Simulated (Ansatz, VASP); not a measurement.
# Two plane-wave programs on Si7C

File INCAR:

```
PREC     = Accurate       # precision mode
ENCUT    = 600            # plane-wave cutoff, eV
EDIFF    = 1E-6           # SCF threshold, eV
ISMEAR   = -1             # smearing method
SIGMA    = 0.15           # smearing width, eV
LREAL    = False          # projectors in reciprocal space
LASPH    = True           # aspherical terms in the spheres
NELM     = 60             # most SCF steps
ALGO     = Normal         # electronic algorithm
ISIF     = 3              # what is computed and relaxed
LWAVE    = False          # write WAVECAR
LCHARG   = False          # write CHGCAR
GGA      = PE             # functional
IBRION   = 2              # ionic algorithm
NSW      = 80             # ionic steps
EDIFFG   = -0.001         # ionic threshold
```

The input KPOINTS:

```
Automatic mesh
0
Gamma
  8 8 8
```

POSCAR

```
Si7C
1.0
    5.1952892579      0.0000000000      0.0000000000
    0.0000000000      5.1952892579      0.0000000000
    0.0000000000      0.0000000000      5.1952892579
Si C
7 1
Direct
    0.2245119098      0.2245119098      0.2245119098
    0.0000000000      0.5000000000      0.5000000000
    0.5000000000      0.5000000000      0.0000000000
    0.5000000000      0.0000000000      0.5000000000
    0.7754880902      0.2245119098      0.7754880902
    0.7754880902      0.7754880902      0.2245119098
    0.2245119098      0.7754880902      0.7754880902
    0.0000000000      0.0000000000      0.0000000000
```

Input for Ansatz:

```yaml
crystal:
  lattice:
    - [5.1952892579, 0.0, 0.0]
    - [0.0, 5.1952892579, 0.0]
    - [0.0, 0.0, 5.1952892579]
  atoms:
    - { symbol: Si, position: [0.2245119098, 0.2245119098, 0.2245119098] }
    - { symbol: Si, position: [0.0, 0.5, 0.5] }
    - { symbol: Si, position: [0.5, 0.5, 0.0] }
    - { symbol: Si, position: [0.5, 0.0, 0.5] }
    - { symbol: Si, position: [0.7754880902, 0.2245119098, 0.7754880902] }
    - { symbol: Si, position: [0.7754880902, 0.7754880902, 0.2245119098] }
    - { symbol: Si, position: [0.2245119098, 0.7754880902, 0.7754880902] }
    - { symbol: C, position: [0.0, 0.0, 0.0] }
basis:
  ecutwfc: 420
kpoints:
  mp_grid: { grid: [8, 8, 8] }
hamiltonian:
  xc: pbe
scf:
  occupations: { method: fermi_dirac, width: 0.15 }
output:
  forces: true
  stress: true
  eigenvalues: true
relax:
  adjacent_minimum: "off"
  f_tol: 0.001
  max_steps: 60
  cell: { stress_tol: 0.01 }
```

Alike in both runs: task relaxation of cell and atoms; functional PBE; k mesh 8 × 8 × 8; occupations fermi-dirac, width 0.15 eV; no spin polarisation.

```csv
,VASP,Ansatz
version,VASP 6.6.1,Ansatz 0.2.0
potentials or method,"VASP PAW PBE potentials, release 64 (Si, C), cutoff 600 eV","scalar-relativistic, plane waves, PAW"
valence electrons in the cell,32,32
```

|  | VASP | Ansatz | Ansatz less VASP |
| --- | --- | --- | --- |
| gap on the k mesh at the Fermi level, each at its own relaxed structure (eV) | none | none | - |
| relaxed volume (Å³/atom) | 17.51 | 17.52 | +0.012 |
| relaxed cell length with the largest relative difference (Å) | 5.194 | 5.195 | +0.0011 |

A gap of «none» marks a metal or a gap that the smearing closes.
